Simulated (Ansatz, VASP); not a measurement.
# Pb4F: VASP beside Ansatz

Contents of INCAR:

```
ALGO = Normal
EDIFF = 1E-7
EDIFFG = -0.01
ENCUT = 600
GGA = PE
IBRION = 2
ISIF = 3
ISMEAR = 0
LASPH = T
LCHARG = F
LREAL = F
LWAVE = F
NELM = 100
NSW = 100
PREC = Accurate
SIGMA = 0.1
```

The input KPOINTS:

```
k-points
0
Gamma
  8 8 6
```

Contents of POSCAR:

```
Pb4F
1.0
    4.7536873815      0.0000000000      0.0000000000
    0.0000000000      4.7536873815      0.0000000000
    0.0000000000      0.0000000000      6.4678276060
Pb F
4 1
Direct
    0.5000000000      0.0000000000      0.2527755511
    0.0000000000      0.5000000000      0.7472244489
    0.5000000000      0.0000000000      0.7472244489
    0.0000000000      0.5000000000      0.2527755511
    0.0000000000      0.0000000000      0.0000000000
```

Input for Ansatz:

```yaml
crystal:
  lattice:
    - [4.7536873815, 0.0, 0.0]
    - [0.0, 4.7536873815, 0.0]
    - [0.0, 0.0, 6.467827606]
  atoms:
    - { symbol: Pb, position: [0.5, 0.0, 0.2527755511] }
    - { symbol: Pb, position: [0.0, 0.5, 0.7472244489] }
    - { symbol: Pb, position: [0.5, 0.0, 0.7472244489] }
    - { symbol: Pb, position: [0.0, 0.5, 0.2527755511] }
    - { symbol: F, position: [0.0, 0.0, 0.0] }
basis:
  ecutwfc: 420
kpoints:
  mp_grid: { grid: [8, 8, 6] }
hamiltonian:
  xc: pbe
scf:
  occupations: { method: gaussian, width: 0.1 }
output:
  forces: true
  stress: true
  eigenvalues: true
  write_density: true
  write_potential: true
  elf: true
  volumetric_format: npy
relax:
  adjacent_minimum: "off"
  f_tol: 0.01
  max_steps: 80
  cell: { stress_tol: 0.05 }
```

Change from the starting cell: ordered vacancies on the anion sites of antifluorite (P4/mmm, No. 123).

Alike in both runs: task relaxation of cell and atoms; functional PBE; k mesh 8 × 8 × 6; occupations gaussian, width 0.1 eV; no spin polarisation.

```csv
,VASP,Ansatz
version,VASP 6.6.1,Ansatz 0.2.0
potentials or method,"VASP PAW PBE potentials, release 64 (Pb_d, F), cutoff 600 eV","scalar-relativistic, plane waves, PAW"
valence electrons in the cell,63,63
```

|  | VASP | Ansatz | Ansatz less VASP |
| --- | --- | --- | --- |
| gap on the k mesh at the Fermi level, each at its own relaxed structure (eV) | none | none | - |
| relaxed volume (Å³/atom) | 29.29 | 29.30 | +0.006 |
| relaxed cell length with the largest relative difference (Å) | 6.417 | 6.424 | +0.0070 |

A gap of «none» marks a metal or a gap that the smearing closes.

Neither program's run includes spin-orbit coupling.
